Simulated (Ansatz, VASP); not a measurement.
# GaAs in VASP and in Ansatz

POSCAR

```
GaAs
1.0
    0.0000000000      2.8268500000      2.8268500000
    2.8268500000      0.0000000000      2.8268500000
    2.8268500000      2.8268500000      0.0000000000
As Ga
1 1
Direct
    0.7500000000      0.7500000000      0.7500000000
    0.0000000000      0.0000000000      0.0000000000
```

File INCAR.step1:

```
SYSTEM = GaAs
ALGO = Normal
EDIFF = 1E-4
ENCUT = 600
GGA = PE
ISMEAR = -1
LASPH = .True.
LCHARG = .False.
LREAL = .False.
LWAVE = .True.
NELM = 100
PREC = Accurate
SIGMA = 0.05
```

Contents of INCAR.step2:

```
SYSTEM = GaAs
ALGO = Normal
BPARAM = 11.95
CPARAM = 0.0093
EDIFF = 1E-6
EDIFFG = -0.01
ENCUT = 600
IBRION = 2
ISIF = 3
ISMEAR = -1
ISTART = 1
IVDW_NL = 2
LASPH = .True.
LCHARG = .False.
LMIXTAU = .True.
LREAL = .False.
LUSE_VDW = .True.
LWAVE = .False.
METAGGA = R2SCAN
NELM = 100
NSW = 60
PREC = Accurate
SIGMA = 0.05
```

File KPOINTS:

```
k-points
0
Gamma
  8 8 8
  0 0 0
```

File input.yaml:

```yaml
crystal:
  lattice:
    - [0.0, 2.82685, 2.82685]
    - [2.82685, 0.0, 2.82685]
    - [2.82685, 2.82685, 0.0]
  atoms:
    - { symbol: As, position: [0.75, 0.75, 0.75] }
    - { symbol: Ga, position: [0.0, 0.0, 0.0] }
hamiltonian:
  xc: r2scan
  pseudopotentials: { kind: paw }
  dispersion: rvv10
kpoints:
  mp_grid: { grid: [8, 8, 8] }
scf:
  occupations: { method: fermi_dirac, width: 0.05 }
output:
  forces: true
  stress: true
relax:
  f_tol: 0.01
  max_steps: 40
  cell: { stress_tol: 0.05 }
```

Alike in both runs: task relaxation of cell and atoms; functional r2SCAN; dispersion rVV10; k mesh 8 × 8 × 8; occupations fermi-dirac, width 0.05 eV; no spin polarisation.

|  | VASP | Ansatz |
| --- | --- | --- |
| version | VASP 6.6.1 | Ansatz 0.2.0 |
| potentials or method | VASP PAW PBE potentials, release 64 (As, Ga_d) | Ansatz PAW |
| plane-wave cutoff (eV) | 600 | 500 |
| valence electrons in the cell | 18 | 28 |

|  | VASP | Ansatz | Ansatz less VASP |
| --- | --- | --- | --- |
| relaxed volume (Å³/atom) | 22.54 | 22.51 | -0.031 |
| relaxed cell length with the largest relative difference (Å) | 3.995 | 3.993 | -0.0018 |

VASP's potentials were made for PBE, not for r2SCAN. VASP's potentials hold 18 valence electrons a cell and Ansatz's 28, so a difference there can come from the potentials and not from the codes.

Noted on Ansatz's run: the plane-wave basis is chosen anew once the cell has moved, so the energies of steps on either side of that aren't comparable.
